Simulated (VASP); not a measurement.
Set up this calculation in VASP 6.6.1, as the native input.

```
Task                   : single point
Functional             : PBEsol
Potentials or basis    : VASP PAW PBE potentials, release 64 (Li_sv)
Cutoff                 : 520 eV
k mesh                 : 18 × 18 × 18
Occupations            : gaussian, width 0.15 eV
Spin                   : no spin polarisation
Dipole correction      : no
Further INCAR settings : ALGO = Normal; EDIFF = 1e-07; NBANDS = 8
```

The structure of Li lies in POSCAR:

```
Li
1.0
    0.0000000000      2.2020000000      2.1029100000
    2.2020000000      0.0000000000      2.1029100000
    2.2020000000      2.2020000000      0.0000000000
Li
1
Direct
    0.0000000000      0.0000000000      0.0000000000
```

This cell differs from its parent crystal: strain -0.0450 x Voigt [0, 0, 1, 0, 0, 0].

These files were run (other wordings do the same):

INCAR

```
  ALGO = Normal
  EDIFF = 1E-7
  ENCUT = 520
  GGA = PS
  ISIF = 2
  ISMEAR = 0
  LASPH = T
  LCHARG = F
  LREAL = F
  LWAVE = F
  NBANDS = 8
  NELM = 60
  PREC = Accurate
  SIGMA = 0.15
```

KPOINTS

```
k-points
0
Gamma
  18 18 18
```

Potentials or basis: VASP PAW PBE potentials, release 64 (Li_sv).

Command:

```console
$ cat potpaw_PBE.64/Li_sv/POTCAR > POTCAR
$ mpirun -np 1 vasp_std > vasp.out
```

It gave:

```yaml
Band_gap_on_the_k_mesh: zero (an odd number of electrons rules out a gap without spin polarisation)
```

Caveat: the cell differs from its parent crystal (strain -0.0450 x Voigt [0, 0, 1, 0, 0, 0]).

Run time: 16 s on 1 thread of Intel(R) Xeon(R) 6975P-C (Granite Rapids), on a shared host, peak memory 0.17 GiB.
